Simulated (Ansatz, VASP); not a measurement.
## One calculation of MgO, two programs

INCAR

```
PREC = Accurate
ENCUT = 520
EDIFF = 1E-7
ISMEAR = 0
SIGMA = 0.05
LREAL = F
LASPH = T
NELM = 100
ALGO = Normal
ISIF = 2
LWAVE = F
LCHARG = T
GGA = PE
LELF = T
LVHAR = T
NBANDS = 16
```

KPOINTS

```
regular mesh
0
Gamma
  9 9 6
```

POSCAR

```
MgO
1.0
    3.5213164919      0.0000000000      0.0000000000
   -1.7606582460      3.0495495368      0.0000000000
    0.0000000000      0.0000000000      4.2393824272
Mg O
2 2
Direct
    0.6750787713      0.3333333333      0.7500000000
    0.3417454380      0.6666666667      0.2500000000
    0.6538873553      0.3333333333      0.2500000000
    0.3205540219      0.6666666667      0.7500000000
```

Input for Ansatz:

```yaml
crystal:
  lattice:
    - [3.5213164919, 0.0, 0.0]
    - [-1.760658246, 3.0495495368, 0.0]
    - [0.0, 0.0, 4.2393824272]
  atoms:
    - { symbol: Mg, position: [0.6750787713, 0.3333333333, 0.75] }
    - { symbol: Mg, position: [0.341745438, 0.6666666667, 0.25] }
    - { symbol: O, position: [0.6538873553, 0.3333333333, 0.25] }
    - { symbol: O, position: [0.3205540219, 0.6666666667, 0.75] }
basis:
  ecutwfc: 520.0
kpoints:
  mp_grid: { grid: [9, 9, 6] }
hamiltonian:
  xc: pbe
  pseudopotentials: { kind: paw, azcp: { folder: soft_1 } }
scf:
  occupations: { method: gaussian, width: 0.05 }
output:
  forces: true
  stress: true
  eigenvalues: true
```

Change from the starting cell: mode 8 frozen in at -0.045 Å, strain +e along z and -e/2 along x and y +0.0000.

Alike in both runs: task single point; functional PBE; k mesh 9 × 9 × 6; occupations gaussian, width 0.05 eV; no spin polarisation.

|  | VASP | Ansatz |
| --- | --- | --- |
| version | VASP 6.6.1 | Ansatz 0.2.0 |
| potentials or method | VASP PAW PBE potentials, release 64 (Mg, O), cutoff 520 eV | scalar-relativistic, plane waves, PAW |
| valence electrons in the cell | 16 | 32 |

|  | VASP | Ansatz | Ansatz less VASP |
| --- | --- | --- | --- |
| gap on the k mesh at the Fermi level (eV) | 3.25 | 3.27 | +0.021 |
| least direct gap on the mesh (eV) | 3.25 | 3.27 | +0.021 |
| pressure (GPa) | -0.1 | 0.4 | +0.56 |
| traceless stress, the component that is largest in VASP (GPa) | -0.64 | -0.52 | +0.118 |
| rms of the force components (eV/Å) | 0.358 | 0.355 | -0.0035 |

Atom by atom the forces differ by 0.004 eV/Å (rms over components). VASP's potentials hold 16 valence electrons a cell and Ansatz's 32, so a difference there can come from the potentials and not from the codes.
